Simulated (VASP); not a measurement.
ScAl3:

```xyz
4
Lattice="4.0044 0.0000 0.0000 0.0000 4.0044 0.0000 0.0000 0.0000 4.0044" Properties=species:S:1:pos:R:3 pbc="T T T"
Sc    0.0000    0.0000    0.0000
Al    2.0022    2.0022    0.0000
Al    0.0000    2.0022    2.0022
Al    2.0022    0.0000    2.0022
```

Base run:

- Program: VASP 6.6.1
- Functional: PBE
- Potentials or basis: VASP PAW PBE potentials, release 64 (Sc_sv, Al)
- Cutoff: 520 eV
- k mesh: 7 × 7 × 7
- Occupations: fermi-dirac, width 0.05 eV
- Spin: no spin polarisation

Its results: band gap on the k mesh zero (band 10 reaches 8.86 eV, above the bottom of band 11 at 5.10 eV); pressure 7.6 GPa.

Q: The run is repeated on the same cell with these changes: functional from PBE to PBEsol; further incar settings from ALGO = Normal; EDIFF = 1e-07; NBANDS = 18 to ALGO = Fast; EDIFF = 1e-06; NBANDS = 18. What comes out?

A: Band gap on the k mesh zero (band 10 reaches 8.78 eV, above the bottom of band 11 at 5.03 eV); pressure 5.2 GPa.

Caveats: the PAW data sets were made with another functional, which shifts forces and pressure a little (some runs).
